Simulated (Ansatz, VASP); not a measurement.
# V: VASP beside Ansatz

INCAR

```
SYSTEM = V
ALGO = Normal ; EDIFF = 1E-6
ENCUT = 520 ; GGA = PS
ISIF = 2 ; ISMEAR = -1
ISPIN = 2 ; LASPH = .TRUE.
LCHARG = .FALSE. ; LMAXMIX = 4
LORBIT = 11 ; LREAL = .FALSE.
LWAVE = .FALSE. ; MAGMOM = 1.5
NBANDS = 16 ; NELM = 150
PREC = Accurate ; SIGMA = 0.03
```

The input KPOINTS:

```
k-points
0
G
  19 19 19
  0 0 0
```

POSCAR

```
V
1.0
   -1.5180266150      1.5180266150      1.5180266150
    1.5180266150     -1.5180266150      1.5180266150
    1.5180266150      1.5180266150     -1.5180266150
V
1
Direct
    0.0000000000      0.0000000000      0.0000000000
```

Input for Ansatz:

```yaml
crystal:
  lattice:
    - [-1.518026615, 1.518026615, 1.518026615]
    - [1.518026615, -1.518026615, 1.518026615]
    - [1.518026615, 1.518026615, -1.518026615]
  atoms:
    - { symbol: V, position: [0.0, 0.0, 0.0], spin: 1.5 }
magnetization:
  spin_polarized: true
kpoints:
  mp_grid: { grid: [19, 19, 19] }
  band_path:
    path:
      - [0.0, 0.0, 0.0]
      - [0.5, -0.5, 0.5]
      - [0.0, 0.0, 0.5]
      - [0.0, 0.0, 0.0]
      - [0.25, 0.25, 0.25]
      - [0.5, -0.5, 0.5]
      - [0.25, 0.25, 0.25]
      - [0.0, 0.0, 0.5]
    npoints: 5
scf:
  occupations: { method: fermi_dirac, width: 0.03 }
hamiltonian:
  xc: pbesol
  pseudopotentials: { kind: all_electron, lapw: { basis_error: 0.001 } }
output:
  forces: true
  stress: true
  eigenvalues: true
```

Change from the starting cell: volume scaled by 1.01.

Alike in both runs: task single point; functional PBEsol; k mesh 19 × 19 × 19; occupations fermi-dirac, width 0.03 eV; collinear spin.

```csv
,VASP,Ansatz
version,VASP 6.6.1,Ansatz 0.2.0
potentials or method,"VASP PAW PBE potentials, release 64 (V_sv), cutoff 520 eV","all-electron LAPW, scalar-relativistic"
```

```csv
,VASP,Ansatz,Ansatz less VASP
pressure (GPa),-13.1,-13.3,-0.20
net moment per atom (μB),0.00,0.00,0.000
```

VASP's potentials were made for PBE, not for PBEsol. Ansatz ran all-electron here, and VASP with PAW potentials. Ansatz's warnings: seeded moment not kept.
